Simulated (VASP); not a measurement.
Runs of VASP 6.6.1 on N. The structure is that of space group P2_13 (No. 198), or close to it. The cells are those of the table. 

```csv
task,cell,gap on the mesh (eV),pressure (GPa),largest force (eV/Å)
single point,"a = 5.649 Å, angles 90.6°, 4 atoms",none,-4.1,0.41
electric field gradients,"a = 5.762, b = 5.762, c = 5.649 Å, 4 atoms",none,-3.8,0.37
electric field gradients,"a = 5.649 Å, angles 89.4°, 4 atoms",none,-4.1,0.40
electric field gradients,"a = 5.650 Å, angles 88.8°, 4 atoms",none,(a),0.41
electric field gradients,"a = 5.536, b = 5.536, c = 5.649 Å, 4 atoms",none,-4.6,0.42
single point,"a = 5.705, b = 5.705, c = 5.649 Å, 4 atoms",none,-3.9,0.38
electric field gradients,"a = 5.705, b = 5.705, c = 5.649 Å, 4 atoms",none,-3.9,0.38
single point,"a = 5.762, b = 5.762, c = 5.649 Å, 4 atoms",none,-3.8,0.37
```

Alike in all rows: level PBEsol; potentials or basis VASP PAW PBE potentials, release 64 (N); no spin polarisation; k mesh 4 × 4 × 4; cutoff (eV) 520; smearing fermi-dirac 0.02 eV.

Task: Fill in the values left out.

Result: (a) -4.2.

Caveats: the PAW data sets were made with another functional, which shifts forces and pressure a little.

A gap of «none» marks levels without a gap at the run's occupations.
